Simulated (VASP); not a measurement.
Runs of VASP 6.6.1 on Sr2C. The structure is that of space group Fm-3m (No. 225), or close to it. The cells are those of the table. 

```csv
level,cell,k mesh,grid for exact exchange (PRECFOCK),share of exact exchange,screening parameter,gap on the mesh (eV),pressure (GPa)
r2SCAN,"a = 4.744, b = 4.744, c = 4.752 Å, angles 59.9, 59.9, 60.1°, 3 atoms",6 × 6 × 6,-,-,-,(a),0.3
HSE06,"a = 4.744, b = 4.744, c = 4.752 Å, angles 59.9, 59.9, 60.1°, 3 atoms",4 × 4 × 4,Normal,0.25,0.2079 1/Å,(c),0.6
HSE06,"a = 4.697, b = 4.697, c = 4.642 Å, angles 60.4, 60.4, 59.2°, 3 atoms",4 × 4 × 4,Normal,0.25,0.2079 1/Å,0.23,2.5
HSE06,"a = 4.823 Å, angles 59.0°, 3 atoms",4 × 4 × 4,Normal,0.25,0.2079 1/Å,0.30,-0.4
PBE,"a = 4.744, b = 4.744, c = 4.752 Å, angles 59.9, 59.9, 60.1°, 3 atoms",6 × 6 × 6,-,-,-,none,(b)
```

Alike in all rows: task single point; potentials or basis VASP PAW PBE potentials, release 64 (C, Sr_sv); no spin polarisation; cutoff (eV) 520; smearing fermi-dirac 0.02 eV.

**Question.** Fill in the values left out.

**Answer.** (a) 0.05; (b) 0.7; (c) 0.37.

Caveats: the PAW data sets were made with another functional, which shifts forces and pressure a little (at least some runs).

A k mesh can miss the band edges, and the runs leave out spin-orbit coupling on Sr.

A gap of «none» marks levels without a gap at the run's occupations.
